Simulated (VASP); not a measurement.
# AlN (m.b) (P6_3mc) in VASP: further runs

The runs below take AlN (m.b) through single point, relaxation of cell and atoms, with PBE.

Everything below comes from runs of VASP 6.6.1. Logs are shortened: lines on timing, memory, paths and dates and some standing lists are left out, and cuts for length are marked.

## (1) The cell of the first run

The structure is hexagonal, space group P6_3mc (No. 186). The conventional cell has a = 3.110 Å, b = 3.110 Å, c = 4.980 Å, α = 90.00°, β = 90.00°, γ = 120.00°. Al (site symmetry 3m) has 4 N at 1.88 to 1.90 Å within 2.5 Å. Within 2.5 Å of N (site symmetry 3m) lie 4 Al at 1.88 to 1.90 Å.

## (2) Single point, PBE

Input file INCAR:

```
SYSTEM = AlN
PREC = Accurate ; ENCUT = 600
EDIFF = 1E-6 ; ISMEAR = 0
SIGMA = 0.1 ; LREAL = .FALSE.
LASPH = .TRUE. ; NELM = 120
ALGO = Normal ; ISIF = 2
LWAVE = .FALSE. ; LCHARG = .FALSE.
GGA = PE ; NBANDS = 16
GGA_COMPAT = .FALSE.
```

Input file KPOINTS:

```
Automatic mesh
0
G
  6 6 4
  0 0 0
```

Input file POSCAR:

```
AlN
1.0
    3.1100000000      0.0000000000      0.0000000000
   -1.5550000000      2.6933390000      0.0000000000
    0.0000000000      0.0000000000      4.9800000000
Al N
2 2
Direct
    0.3333333000      0.6666667000      0.0000000000
    0.6666667000      0.3333333000      0.5000000000
    0.3333333000      0.6666667000      0.3770000000
    0.6666667000      0.3333333000      0.8770000000
```

Potentials or basis: VASP PAW PBE potentials, release 64 (Al, N).

The run is started by

```bash
> cat potpaw_PBE.64/Al/POTCAR potpaw_PBE.64/N/POTCAR > POTCAR
> mpirun -np 1 vasp_std > vasp.out
```

OUTCAR:

```text
SYSTEM = AlN
   PREC = Accurate
   ENCUT = 600
   EDIFF = 1E-6
   ISMEAR = 0
   LREAL = .FALSE.
   LASPH = .TRUE.
   NELM = 120
   ISIF = 2
   GGA = PE

 ion  position               nearest neighbor table
   1  0.333  0.667  0.000-   3 1.88   4 1.90   4 1.90   4 1.90   2 3.07   2 3.07   2 3.07   2 3.07
                             2 3.07   2 3.07
   2  0.667  0.333  0.500-   4 1.88   3 1.90   3 1.90   3 1.90   1 3.07   1 3.07   1 3.07   1 3.07
                             1 3.07   1 3.07
   3  0.333  0.667  0.377-   1 1.88   2 1.90   2 1.90   2 1.90
   4  0.667  0.333  0.877-   2 1.88   1 1.90   1 1.90   1 1.90

  LATTYP: Found a hexagonal cell.
 ALAT       =     3.1100000000
 C/A-ratio  =     1.6012861736

  Lattice vectors:

 A1 = (   3.1100000000,   0.0000000000,   0.0000000000)
 A2 = (  -1.5550000000,   2.6933390000,   0.0000000000)
 A3 = (   0.0000000000,   0.0000000000,   4.9800000000)

Analysis of symmetry for initial positions (statically):
=====================================================================
 Subroutine PRICEL returns:
 Original cell was already a primitive cell.

 Routine SETGRP: Setting up the symmetry group for a
 hexagonal supercell.

 Subroutine GETGRP returns: Found 12 space group operations
 (whereof  6 operations were pure point group operations)
 out of a pool of 24 trial point group operations.

The static configuration has the point symmetry C_3v.
 The point group associated with its full space group is C_6v.

Analysis of symmetry for dynamics (positions and initial velocities):
=====================================================================
 Subroutine PRICEL returns:
 Original cell was already a primitive cell.

 Routine SETGRP: Setting up the symmetry group for a
 hexagonal supercell.

 Subroutine GETGRP returns: Found 12 space group operations
 (whereof  6 operations were pure point group operations)
 out of a pool of 24 trial point group operations.

The dynamic configuration has the point symmetry C_3v.
 The point group associated with its full space group is C_6v.

 Subroutine INISYM returns: Found 12 space group operations
 (whereof  6 operations are pure point group operations),
 and found     1 'primitive' translations

----------------------------------------------------------------------------------------

                                     Primitive cell

  volume of cell :      41.7139

  direct lattice vectors                    reciprocal lattice vectors
     3.110000000  0.000000000  0.000000000     0.321543408  0.185643174  0.000000000
    -1.555000000  2.693339000  0.000000000     0.000000000  0.371286348  0.000000000
     0.000000000  0.000000000  4.980000000     0.000000000  0.000000000  0.200803213

  length of vectors
     3.110000000  3.109999995  4.980000000     0.371286347  0.371286348  0.200803213

  position of ions in fractional coordinates (direct lattice)
     0.333333300  0.666666700  0.000000000
     0.666666700  0.333333300  0.500000000
     0.333333300  0.666666700  0.377000000
     0.666666700  0.333333300  0.877000000

  ion indices of the primitive-cell ions
   primitive index   ion index
                 1           1
                 2           2
                 3           3
                 4           4

----------------------------------------------------------------------------------------

 KPOINTS: Automatic mesh

Automatic generation of k-mesh.
 Grid dimensions read from file:
 generate k-points for:    6    6    4

 Generating k-lattice:

  Cartesian coordinates                     Fractional coordinates (reciprocal lattice)
     0.053590568  0.030940529  0.000000000     0.166666667  0.000000000  0.000000000
     0.000000000  0.061881058  0.000000000     0.000000000  0.166666667  0.000000000
     0.000000000  0.000000000  0.050200803     0.000000000  0.000000000  0.250000000

  Length of vectors
     0.061881058  0.061881058  0.050200803

  Shift w.r.t. Gamma in fractional coordinates (k-lattice)
     0.000000000  0.000000000  0.000000000

 Subroutine IBZKPT returns following result:
 ===========================================

 Found     21 irreducible k-points:

 Following reciprocal coordinates:
            Coordinates               Weight
  0.000000  0.000000  0.000000      1.000000
  0.166667 -0.000000  0.000000      6.000000
  0.333333 -0.000000  0.000000      6.000000
  0.500000 -0.000000  0.000000      3.000000
  0.166667  0.166667  0.000000      6.000000
  0.333333  0.166667  0.000000     12.000000
[... 13 lines left out ...]
  0.333333  0.166667  0.500000     12.000000
  0.333333  0.333333  0.500000      2.000000
   k-points           NKPTS =     21   k-points in BZ     NKDIM =     21   number of bands    NBANDS=     16
   number of dos      NEDOS =    301   number of ions     NIONS =      4
   total plane-waves  NPLWV =  31360
   dimension x,y,z NGX =    28 NGY =   28 NGZ =   40
   dimension x,y,z NGXF=    56 NGYF=   56 NGZF=   80
   ions per type =               2   2
   NGX,Y,Z   is equivalent  to a cutoff of  14.97, 14.97, 13.35 a.u.
   NGXF,Y,Z  is equivalent  to a cutoff of  29.93, 29.93, 26.71 a.u.
 SYSTEM =  AlN
   PREC   = accura    normal or accurate (medium, high low for compatibility)
   ISTART =      0    job   : 0-new  1-cont  2-samecut
   ICHARG =      2    charge: 1-file 2-atom 10-const
   ISPIN  =      1    spin polarized calculation?
   LNONCOLLINEAR =      F non collinear calculations
   LSORBIT =      F    spin-orbit coupling
   LASPH  =      T    aspherical Exc in radial PAW
   ENCUT  =  600.0 eV  44.10 Ry    6.64 a.u.   6.21  6.21  9.95*2*pi/ulx,y,z
   NELM   =    120;   NELMIN=  2; NELMDL= -5     # of ELM steps
   EDIFF  = 0.1E-05   stopping-criterion for ELM
   LREAL  =      F    real-space projection
   EDIFFG = 0.1E-04   stopping-criterion for IOM
   NSW    =      0    number of steps for IOM
   IBRION =     -1    ionic relax: 0-MD 1-quasi-New 2-CG
   NFREE  =      0    steps in history (QN), initial steepest desc. (CG)
   ISIF   =      2    stress and relaxation
   ISYM   =      2    0-nonsym 1-usesym 2-fastsym
   POTIM  = 0.5000    time-step for ionic-motion
   TEBEG  =    0.0;   TEEND  =   0.0 temperature during run
   PSTRESS=    0.0 pullay stress
   NELECT =      16.0000    total number of electrons
   NUPDOWN=      -1.0000    fix difference up-down
   EMIN   =  10.00;   EMAX   =-10.00  energy-range for DOS
   EFERMI =   0.00;   METHOD = LEGACY
   ISMEAR =     0;   SIGMA  =   0.10  broadening in eV -4-tet -1-fermi 0-gaus
   EFERMI_NEDOS =   21; number of points for ismear=-14 and -15
   IALGO  =     38    algorithm
   IMIX   =      4    mixing-type and parameters
     AMIX     =   0.40;   BMIX     =  1.00
     AMIX_MAG =   1.60;   BMIX_MAG =  1.00
  volume/ion in A,a.u.               =      10.43        70.37
  Fermi-wavevector in a.u.,A,eV,Ry     =   1.189473  2.247778 19.250148  1.414846
  Thomas-Fermi vector in A             =   2.325579
   LORBIT       =      0    0 simple, 1 ext, 2 COOP (PROOUT), +10 PAW based schemes
   GGA     = PE    functional components
   LHFCALC =     F    Hartree Fock is set to
   AEXX    =    0.0000 exact exchange contribution
   IVDW    =     0    specifies the selected vdW correction
   LEPSILON=     F    determine dielectric tensor
   LRPA    =     F    only Hartree local field effects (RPA)
 non-spin polarized calculation
 Gauss-broadening in eV      SIGMA  =   0.10
  energy-cutoff  :      600.00
  volume of cell :       41.71
 maximum number of plane-waves:      1412
 NGX is ok and might be reduce to    28
   NGX = 13   NGY = 13   NGZ = 19

 number of electron      16.0000002 magnetization

 Free energy of the ion-electron system (eV)
  ---------------------------------------------------
  ext. energy  EPLUGINS =         0.00000000
  ---------------------------------------------------
  free energy    TOTEN  =       -29.76441005 eV

  energy without entropy =      -29.76441005  energy(sigma->0) =      -29.76441005

 E-fermi :   6.5229     XC(G=0): -10.9161

 val. band max:        6.0915259218   @ k =   0.0000   0.0000   0.0000
 cond. band min:      10.3800739990   @ k =   0.0000   0.0000   0.0000
 fundamental gap:      4.2885480773
 Fermi energy:         6.5228540122

 k-point     1 :       0.0000    0.0000    0.0000
  band No.  band energies     occupation
      1      -9.0298      2.00000
      2      -6.8759      2.00000
      3       0.1406      2.00000
      4       5.3335      2.00000
      5       5.3335      2.00000
      6       5.9837      2.00000
[... 8 lines left out ...]
     15      19.3546      0.00000
     16      19.3546      0.00000

 k-point     2 :       0.1667   -0.0000    0.0000
  band No.  band energies     occupation
      1      -8.6828      2.00000
      2      -6.6891      2.00000
      3       0.5566      2.00000
      4       3.9054      2.00000
      5       4.6875      2.00000
      6       4.9384      2.00000
[... 8 lines left out ...]
     15      18.5732      0.00000
     16      18.9500      0.00000

 k-point     3 :       0.3333   -0.0000    0.0000
  band No.  band energies     occupation
      1      -7.7871      2.00000
      2      -6.3583      2.00000
      3       1.6619      2.00000
      4       1.7177      2.00000
      5       2.8597      2.00000
      6       4.3449      2.00000
[... 8 lines left out ...]
     15      18.3039      0.00000
     16      20.5915      0.00000

 k-point     4 :       0.5000   -0.0000    0.0000
  band No.  band energies     occupation
      1      -7.0623      2.00000
      2      -6.3659      2.00000
      3       0.7231      2.00000
      4       2.0153      2.00000
      5       2.7872      2.00000
      6       4.0976      2.00000
[... 8 lines left out ...]
     15      19.0512      0.00000
     16      21.4096      0.00000

 k-point     5 :       0.1667    0.1667    0.0000
  band No.  band energies     occupation
      1      -8.0552      2.00000
      2      -6.4232      2.00000
      3       1.3406      2.00000
      4       2.7978      2.00000
      5       2.8023      2.00000
      6       4.4887      2.00000
[... 8 lines left out ...]
     15      18.7190      0.00000
     16      20.2351      0.00000

 k-point     6 :       0.3333    0.1667    0.0000
  band No.  band energies     occupation
      1      -7.1360      2.00000
      2      -6.3028      2.00000
      3       1.2170      2.00000
      4       2.2534      2.00000
      5       2.6438      2.00000
      6       3.3940      2.00000
[... 8 lines left out ...]
     15      18.6987      0.00000
     16      20.9136      0.00000
[... 210 lines left out ...]
 k-point    18 :       0.5000   -0.0000    0.5000
  band No.  band energies     occupation
      1      -6.6882      2.00000
      2      -6.6882      2.00000
      3       0.5659      2.00000
      4       0.5659      2.00000
      5       4.7228      2.00000
      6       4.7228      2.00000
[... 8 lines left out ...]
     15      19.4162      0.00000
     16      19.4162      0.00000

 k-point    19 :       0.1667    0.1667    0.5000
  band No.  band energies     occupation
      1      -7.3311      2.00000
      2      -7.3311      2.00000
      3       1.9452      2.00000
      4       1.9452      2.00000
      5       4.3390      2.00000
      6       4.3390      2.00000
[... 8 lines left out ...]
     15      19.1272      0.00000
     16      19.1272      0.00000

 k-point    20 :       0.3333    0.1667    0.5000
  band No.  band energies     occupation
      1      -6.7082      2.00000
      2      -6.7082      2.00000
      3       1.0096      2.00000
      4       1.0096      2.00000
      5       3.5496      2.00000
      6       3.5496      2.00000
[... 8 lines left out ...]
     15      19.6548      0.00000
     16      19.6548      0.00000

 k-point    21 :       0.3333    0.3333    0.5000
  band No.  band energies     occupation
      1      -6.4831      2.00000
      2      -6.4831      2.00000
      3       1.3255      2.00000
      4       1.3255      2.00000
      5       2.3192      2.00000
      6       2.3192      2.00000
[... 8 lines left out ...]
     15      20.0466      0.00000
     16      20.0466      0.00000

------------------------ aborting loop because EDIFF is reached ----------------------------------------

  FORCE on cell =-STRESS in cart. coord.  units (eV):
  Direction    XX          YY          ZZ          XY          YZ          ZX
  --------------------------------------------------------------------------------------
  -------------------------------------------------------------------------------------
  Total        0.7074109      0.7074109      1.6234714      0.0000000      0.0000000      0.0000000
  in kB       27.1707477     27.1707476     62.3554567      0.0000000      0.0000000      0.0000000
  external PRESSURE =      38.8989840 kB  Pullay stress =       0.0000000 kB

 VOLUME and BASIS-vectors are now :
 -----------------------------------------------------------------------------
  energy-cutoff  :      600.00
  volume of cell :       41.71
      direct lattice vectors                 reciprocal lattice vectors
     3.110000000  0.000000000  0.000000000     0.321543408  0.185643174  0.000000000
    -1.555000000  2.693339000  0.000000000     0.000000000  0.371286348  0.000000000
     0.000000000  0.000000000  4.980000000     0.000000000  0.000000000  0.200803213

 POSITION                                       TOTAL-FORCE (eV/Angst)
 -----------------------------------------------------------------------------------
     -0.00000      1.79556      0.00000        -0.000000      0.000000     -0.330430
      1.55500      0.89778      2.49000         0.000000     -0.000000     -0.330430
     -0.00000      1.79556      1.87746        -0.000000     -0.000000      0.330430
      1.55500      0.89778      4.36746         0.000000     -0.000000      0.330430
 -----------------------------------------------------------------------------------
    total drift:                               -0.000087      0.000050      0.000672

  FREE ENERGIE OF THE ION-ELECTRON SYSTEM (eV)
  ---------------------------------------------------
  free  energy   TOTEN  =       -29.7644100455 eV

  energy  without entropy=      -29.7644100455  energy(sigma->0) =      -29.76441005
```

It used 32 s of CPU time on 1 thread of AMD EPYC 7R13 Processor (Zen 3), with other jobs on the host.

Results:

- Free energy: -29.7644 eV
- Pressure: 3.9 GPa
- Largest force: 0.330 eV/Å
- Band gap on the k mesh: 4.29 eV, direct

Forces on the atoms (eV/Å):
```
Al   0.000  0.000 -0.330
Al   0.000  0.000 -0.330
N    0.000  0.000  0.330
N    0.000  0.000  0.330
```

Levels at points of the mesh, in eV from the valence-band top:
| k point | band 5 | band 6 | band 7 | band 8 | band 9 | band 10 | band 11 | band 12 |
| --- | --- | --- | --- | --- | --- | --- | --- | --- |
| (0.00, 0.00, 0.00) | -0.76 | -0.11 | -0.11 | 0.00 | 4.29 | 6.73 | 10.64 | 11.24 |
| (0.50, 0.00, 0.00) | -3.30 | -1.99 | -1.75 | -0.59 | 5.84 | 5.88 | 8.28 | 10.38 |
| (0.00, 0.00, 0.50) | -0.44 | -0.44 | -0.44 | -0.44 | 6.52 | 6.52 | 10.40 | 10.40 |
| (0.50, 0.00, 0.50) | -1.37 | -1.37 | -1.33 | -1.33 | 5.37 | 5.37 | 9.38 | 9.38 |

PBE gaps usually lie below the measured ones, often by a third to a half.

[end of part 1 of 2]
